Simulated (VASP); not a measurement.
BaS, 2 atoms in the cell. Symmetry: I4/mmm, No. 139, tetragonal system. Conventional cell: a = 4.517 Å, b = 4.517 Å, c = 6.515 Å, α = 90.00°, β = 90.00°, γ = 90.00°. Within 4.2 Å of Ba (site symmetry 4/mmm) lie 6 S at 3.19 to 3.26 Å. S (site symmetry 4/mmm) has 6 Ba at 3.19 to 3.26 Å within 4.2 Å.  This cell differs from its parent crystal: zz strain of +2 %.

- Program: VASP 6.6.1
- Task: single point
- Functional: PBEsol
- Potentials or basis: VASP PAW PBE potentials, release 64 (Ba_sv, S)
- Cutoff: 520 eV
- k mesh: 8 × 8 × 8
- Occupations: fermi-dirac, width 0.02 eV
- Spin: no spin polarisation
- Dipole correction: no
- Further INCAR settings: ALGO = Normal; EDIFF = 1e-06; NBANDS = 15

Potentials or basis: VASP PAW PBE potentials, release 64 (Ba_sv, S).

Command:

```sh
$ cat potpaw_PBE.64/Ba_sv/POTCAR potpaw_PBE.64/S/POTCAR > POTCAR
$ mpirun -np 1 vasp_std > vasp.out
```

Hardware: 1 thread of Intel(R) Xeon(R) Platinum 8259CL CPU @ 2.50GHz (Skylake/Cascade Lake), with other jobs on the host.

Estimate the wall time of this run.

Run time: 44 s on 1 thread of Intel(R) Xeon(R) Platinum 8259CL CPU @ 2.50GHz (Skylake/Cascade Lake) (shared host), peak memory 0.23 GiB. Counts: scf iterations 13, k points 59.
